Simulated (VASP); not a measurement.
# CdF (F-43m) in VASP: single point with PBE

Aim: the single point of CdF with PBE.

All numbers are computed with VASP 6.6.1; they aren't measurements. Logs are shortened: lines on timing, memory, paths and dates and some standing lists are left out, and cuts for length are marked.

### Step 1. The cell of the first run

The structure is cubic, space group F-43m (No. 216). The conventional cell has a = 5.388 Å, b = 5.388 Å, c = 5.388 Å, α = 90.00°, β = 90.00°, γ = 90.00°. Cd (site symmetry -43m) has 4 F at 2.33 Å within 3.1 Å. F (site symmetry -43m) has 4 Cd at 2.33 Å within 3.1 Å.

### Step 2. Single point, PBE

The input, INCAR:

```
PREC = Accurate
ENCUT = 520
EDIFF = 1E-7
ISMEAR = 0
SIGMA = 0.1
LREAL = F
LASPH = T
NELM = 60
ALGO = Normal
ISIF = 2
LWAVE = F
LCHARG = F
GGA = PE
NBANDS = 16
```

The input, KPOINTS:

```
Automatic mesh
0
Gamma
  6 6 6
```

The input, POSCAR:

```
CdF
1.0
    0.0000000000      2.6940000000      2.6940000000
    2.6940000000      0.0000000000      2.6940000000
    2.6940000000      2.6940000000      0.0000000000
Cd F
1 1
Direct
    0.0000000000      0.0000000000      0.0000000000
    0.7500000000      0.7500000000      0.7500000000
```

Potentials or basis: VASP PAW PBE potentials, release 64 (Cd, F).

The run is started by

```sh
$ cat potpaw_PBE.64/Cd/POTCAR potpaw_PBE.64/F/POTCAR > POTCAR
$ mpirun -np 1 vasp_std > vasp.out
```

OUTCAR:

```text
PREC = Accurate
   ENCUT = 520
   EDIFF = 1E-7
   ISMEAR = 0
   LREAL = F
   LASPH = T
   NELM = 60
   ISIF = 2
   GGA = PE

 ion  position               nearest neighbor table
   1  0.000  0.000  0.000-   2 2.33   2 2.33   2 2.33   2 2.33
   2  0.750  0.750  0.750-   1 2.33   1 2.33   1 2.33   1 2.33

  LATTYP: Found a face centered cubic cell.
 ALAT       =     5.3880000000

  Lattice vectors:

 A1 = (   0.0000000000,   2.6940000000,   2.6940000000)
 A2 = (   2.6940000000,   0.0000000000,   2.6940000000)
 A3 = (   2.6940000000,   2.6940000000,   0.0000000000)

Analysis of symmetry for initial positions (statically):
=====================================================================
 Subroutine PRICEL returns:
 Original cell was already a primitive cell.

 Routine SETGRP: Setting up the symmetry group for a
 face centered cubic supercell.

 Subroutine GETGRP returns: Found 24 space group operations
 (whereof 24 operations were pure point group operations)
 out of a pool of 48 trial point group operations.

The static configuration has the point symmetry T_d .

Analysis of symmetry for dynamics (positions and initial velocities):
=====================================================================
 Subroutine PRICEL returns:
 Original cell was already a primitive cell.

 Routine SETGRP: Setting up the symmetry group for a
 face centered cubic supercell.

 Subroutine GETGRP returns: Found 24 space group operations
 (whereof 24 operations were pure point group operations)
 out of a pool of 48 trial point group operations.

The dynamic configuration has the point symmetry T_d .

 Subroutine INISYM returns: Found 24 space group operations
 (whereof 24 operations are pure point group operations),
 and found     1 'primitive' translations

----------------------------------------------------------------------------------------

                                     Primitive cell

  volume of cell :      39.1041

  direct lattice vectors                    reciprocal lattice vectors
     0.000000000  2.694000000  2.694000000    -0.185597624  0.185597624  0.185597624
     2.694000000  0.000000000  2.694000000     0.185597624 -0.185597624  0.185597624
     2.694000000  2.694000000  0.000000000     0.185597624  0.185597624 -0.185597624

  length of vectors
     3.809891337  3.809891337  3.809891337     0.321464515  0.321464515  0.321464515

  position of ions in fractional coordinates (direct lattice)
     0.000000000  0.000000000  0.000000000
     0.750000000  0.750000000  0.750000000

  ion indices of the primitive-cell ions
   primitive index   ion index
                 1           1
                 2           2

----------------------------------------------------------------------------------------

 KPOINTS: Automatic mesh

Automatic generation of k-mesh.
 Grid dimensions read from file:
 generate k-points for:    6    6    6

 Generating k-lattice:

  Cartesian coordinates                     Fractional coordinates (reciprocal lattice)
    -0.030932937  0.030932937  0.030932937     0.166666667  0.000000000  0.000000000
     0.030932937 -0.030932937  0.030932937     0.000000000  0.166666667  0.000000000
     0.030932937  0.030932937 -0.030932937     0.000000000  0.000000000  0.166666667

  Length of vectors
     0.053577419  0.053577419  0.053577419

  Shift w.r.t. Gamma in fractional coordinates (k-lattice)
     0.000000000  0.000000000  0.000000000

 Subroutine IBZKPT returns following result:
 ===========================================

 Found     16 irreducible k-points:

 Following reciprocal coordinates:
            Coordinates               Weight
  0.000000  0.000000  0.000000      1.000000
  0.166667  0.000000  0.000000      8.000000
  0.333333  0.000000  0.000000      8.000000
  0.500000  0.000000  0.000000      4.000000
  0.166667  0.166667  0.000000      6.000000
  0.333333  0.166667  0.000000     24.000000
[... 8 lines left out ...]
 -0.333333  0.333333  0.166667     24.000000
 -0.333333  0.500000  0.166667     12.000000
   k-points           NKPTS =     16   k-points in BZ     NKDIM =     16   number of bands    NBANDS=     16
   number of dos      NEDOS =    301   number of ions     NIONS =      2
   total plane-waves  NPLWV =  21952
   dimension x,y,z NGX =    28 NGY =   28 NGZ =   28
   dimension x,y,z NGXF=    56 NGYF=   56 NGZF=   56
   ions per type =               1   1
   NGX,Y,Z   is equivalent  to a cutoff of  12.22, 12.22, 12.22 a.u.
   NGXF,Y,Z  is equivalent  to a cutoff of  24.44, 24.44, 24.44 a.u.
 SYSTEM =  unknown system
   PREC   = accura    normal or accurate (medium, high low for compatibility)
   ISTART =      0    job   : 0-new  1-cont  2-samecut
   ICHARG =      2    charge: 1-file 2-atom 10-const
   ISPIN  =      1    spin polarized calculation?
   LNONCOLLINEAR =      F non collinear calculations
   LSORBIT =      F    spin-orbit coupling
   LASPH  =      T    aspherical Exc in radial PAW
   ENCUT  =  520.0 eV  38.22 Ry    6.18 a.u.   7.08  7.08  7.08*2*pi/ulx,y,z
   NELM   =     60;   NELMIN=  2; NELMDL= -5     # of ELM steps
   EDIFF  = 0.1E-06   stopping-criterion for ELM
   LREAL  =      F    real-space projection
   EDIFFG = 0.1E-05   stopping-criterion for IOM
   NSW    =      0    number of steps for IOM
   IBRION =     -1    ionic relax: 0-MD 1-quasi-New 2-CG
   NFREE  =      0    steps in history (QN), initial steepest desc. (CG)
   ISIF   =      2    stress and relaxation
   ISYM   =      2    0-nonsym 1-usesym 2-fastsym
   POTIM  = 0.5000    time-step for ionic-motion
   TEBEG  =    0.0;   TEEND  =   0.0 temperature during run
   PSTRESS=    0.0 pullay stress
   NELECT =      19.0000    total number of electrons
   NUPDOWN=      -1.0000    fix difference up-down
   EMIN   =  10.00;   EMAX   =-10.00  energy-range for DOS
   EFERMI =   0.00;   METHOD = LEGACY
   ISMEAR =     0;   SIGMA  =   0.10  broadening in eV -4-tet -1-fermi 0-gaus
   EFERMI_NEDOS =   21; number of points for ismear=-14 and -15
   IALGO  =     38    algorithm
   IMIX   =      4    mixing-type and parameters
     AMIX     =   0.40;   BMIX     =  1.00
     AMIX_MAG =   1.60;   BMIX_MAG =  1.00
  volume/ion in A,a.u.               =      19.55       131.94
  Fermi-wavevector in a.u.,A,eV,Ry     =   1.287019  2.432114 22.536949  1.656419
  Thomas-Fermi vector in A             =   2.419059
   LORBIT       =      0    0 simple, 1 ext, 2 COOP (PROOUT), +10 PAW based schemes
   GGA     = PE    functional components
   LHFCALC =     F    Hartree Fock is set to
   AEXX    =    0.0000 exact exchange contribution
   IVDW    =     0    specifies the selected vdW correction
   LEPSILON=     F    determine dielectric tensor
   LRPA    =     F    only Hartree local field effects (RPA)
 non-spin polarized calculation
 Gauss-broadening in eV      SIGMA  =   0.10
  energy-cutoff  :      520.00
  volume of cell :       39.10
 maximum number of plane-waves:      1067
   NGX = 15   NGY = 15   NGZ = 15

 number of electron      19.0000000 magnetization

 Free energy of the ion-electron system (eV)
  ---------------------------------------------------
  ext. energy  EPLUGINS =         0.00000000
  ---------------------------------------------------
  free energy    TOTEN  =        -5.09981955 eV

  energy without entropy =       -5.09520720  energy(sigma->0) =       -5.09751337

 E-fermi :   1.6209     XC(G=0):  -9.3508

 val. band max:        1.5637645779   @ k =   0.5000   0.3333   0.1667
 cond. band min:       1.7874686555   @ k =   0.5000   0.0000   0.0000
 fundamental gap:      0.2237040776
 Fermi energy:         1.6209290536

 k-point     1 :       0.0000    0.0000    0.0000
  band No.  band energies     occupation
      1     -23.0706      2.00000
      2      -7.7600      2.00000
      3      -7.7600      2.00000
      4      -7.7600      2.00000
      5      -7.0328      2.00000
      6      -7.0328      2.00000
[... 8 lines left out ...]
     15      15.3783      0.00000
     16      15.3783      0.00000

 k-point     2 :       0.1667    0.0000    0.0000
  band No.  band energies     occupation
      1     -23.0555      2.00000
      2      -7.7043      2.00000
      3      -7.7043      2.00000
      4      -7.6704      2.00000
      5      -7.0356      2.00000
      6      -7.0356      2.00000
[... 8 lines left out ...]
     15      14.9637      0.00000
     16      14.9637      0.00000

 k-point     3 :       0.3333    0.0000    0.0000
  band No.  band energies     occupation
      1     -23.0268      2.00000
      2      -7.6151      2.00000
      3      -7.6151      2.00000
      4      -7.3403      2.00000
      5      -7.0045      2.00000
      6      -7.0045      2.00000
[... 8 lines left out ...]
     15      14.7687      0.00000
     16      14.7687      0.00000

 k-point     4 :       0.5000    0.0000    0.0000
  band No.  band energies     occupation
      1     -23.0123      2.00000
      2      -7.5865      2.00000
      3      -7.5865      2.00000
      4      -6.9896      2.00000
      5      -6.9642      2.00000
      6      -6.9642      2.00000
[... 8 lines left out ...]
     15      14.8458      0.00000
     16      14.8458      0.00000
[... 172 lines left out ...]
 k-point    14 :       0.5000    0.3333    0.1667
  band No.  band energies     occupation
      1     -23.0079      2.00000
      2      -7.5307      2.00000
      3      -7.4650      2.00000
      4      -7.2187      2.00000
      5      -7.0325      2.00000
      6      -6.9443      2.00000
[... 8 lines left out ...]
     15      15.7406      0.00000
     16      16.2533      0.00000

 k-point    15 :      -0.3333    0.3333    0.1667
  band No.  band energies     occupation
      1     -22.9988      2.00000
      2      -7.5163      2.00000
      3      -7.4046      2.00000
      4      -7.0578      2.00000
      5      -7.0285      2.00000
      6      -6.8528      2.00000
[... 8 lines left out ...]
     15      15.1891      0.00000
     16      17.5446      0.00000

 k-point    16 :      -0.3333    0.5000    0.1667
  band No.  band energies     occupation
      1     -22.9942      2.00000
      2      -7.5129      2.00000
      3      -7.3074      2.00000
      4      -7.1293      2.00000
      5      -6.9808      2.00000
      6      -6.8785      2.00000
[... 8 lines left out ...]
     15      15.7112      0.00000
     16      17.1450      0.00000

------------------------ aborting loop because EDIFF is reached ----------------------------------------

  FORCE on cell =-STRESS in cart. coord.  units (eV):
  Direction    XX          YY          ZZ          XY          YZ          ZX
  --------------------------------------------------------------------------------------
  -------------------------------------------------------------------------------------
  Total        0.9051322      0.9051322      0.9051322     -0.0000000      0.0000000      0.0000000
  in kB       37.0851322     37.0851322     37.0851322     -0.0000000      0.0000000      0.0000000
  external PRESSURE =      37.0851322 kB  Pullay stress =       0.0000000 kB

 VOLUME and BASIS-vectors are now :
 -----------------------------------------------------------------------------
  energy-cutoff  :      520.00
  volume of cell :       39.10
      direct lattice vectors                 reciprocal lattice vectors
     0.000000000  2.694000000  2.694000000    -0.185597624  0.185597624  0.185597624
     2.694000000  0.000000000  2.694000000     0.185597624 -0.185597624  0.185597624
     2.694000000  2.694000000  0.000000000     0.185597624  0.185597624 -0.185597624

 POSITION                                       TOTAL-FORCE (eV/Angst)
 -----------------------------------------------------------------------------------
      0.00000      0.00000      0.00000         0.000000      0.000000     -0.000000
      4.04100      4.04100      4.04100        -0.000000     -0.000000      0.000000
 -----------------------------------------------------------------------------------
    total drift:                                0.000000      0.000000      0.000000

  FREE ENERGIE OF THE ION-ELECTRON SYSTEM (eV)
  ---------------------------------------------------
  free  energy   TOTEN  =        -5.0998195457 eV

  energy  without entropy=       -5.0952071996  energy(sigma->0) =       -5.09751337
```

Run time: 6 s. Hardware: 1 thread of Intel Xeon 6975P-C (Granite Rapids), shared host; peak memory 0.15 GiB.

Results:

```
Free energy : -5.0998 eV
Pressure    : 3.7 GPa
```

Levels at points of the mesh, in eV from the Fermi level:
```tsv
k point	band 6	band 7	band 8	band 9	band 10	band 11	band 12	band 13	band 14	band 15
(0.00, 0.00, 0.00)	-8.65	-5.08	-5.08	-5.08	-3.92	8.71	8.71	8.71	13.03	13.76
(0.50, 0.00, 0.00)	-8.59	-7.31	-5.44	-5.44	0.17	1.81	8.32	8.32	10.85	13.22
(0.50, 0.50, 0.00)	-8.55	-6.68	-6.02	-6.02	1.65	2.00	6.89	7.18	7.18	12.14
```

Caveat: an odd number of electrons without spin polarisation forces a metal; a magnetic or distorted state may lie lower.
